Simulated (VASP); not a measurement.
Input of a VASP 6.6.1 run:

INCAR

```
PREC = Accurate ; ENCUT = 520
EDIFF = 1E-6 ; ISMEAR = -1
SIGMA = 0.05 ; LREAL = F
LASPH = T ; NELM = 150
ALGO = Normal ; ISIF = 2
LWAVE = F ; LCHARG = F
ISPIN = 2 ; MAGMOM = 7 7
LORBIT = 11 ; LMAXMIX = 6
GGA = PS ; NBANDS = 29
```

Contents of KPOINTS:

```
regular mesh
0
Gamma
  8 8 5
```

File POSCAR:

```
Gd
1.0
    3.5654535776      0.0000000000      0.0000000000
   -1.7827267888      3.0877733742      0.0000000000
    0.0000000000      0.0000000000      5.7042136471
Gd
2
Direct
    0.6666666667      0.3333333333      0.7500000000
    0.3333333333      0.6666666667      0.2500000000
```

Potentials or basis: VASP PAW PBE potentials, release 64 (Gd).

Run with:

```sh
$ cat potpaw_PBE.64/Gd/POTCAR > POTCAR
$ mpirun -np 1 vasp_std > vasp.out
```

Q: Estimate the net moment.

A: 15.17 μB per cell.

Q: Predict the pressure.

A: 0.1 GPa.

Q: What does it give for the site moments?

A: Gd +6.99 μB.

Caveat: the PAW data sets were made with another functional, which shifts forces and pressure a little. The state reached can hang on the start; a lower one may exist.
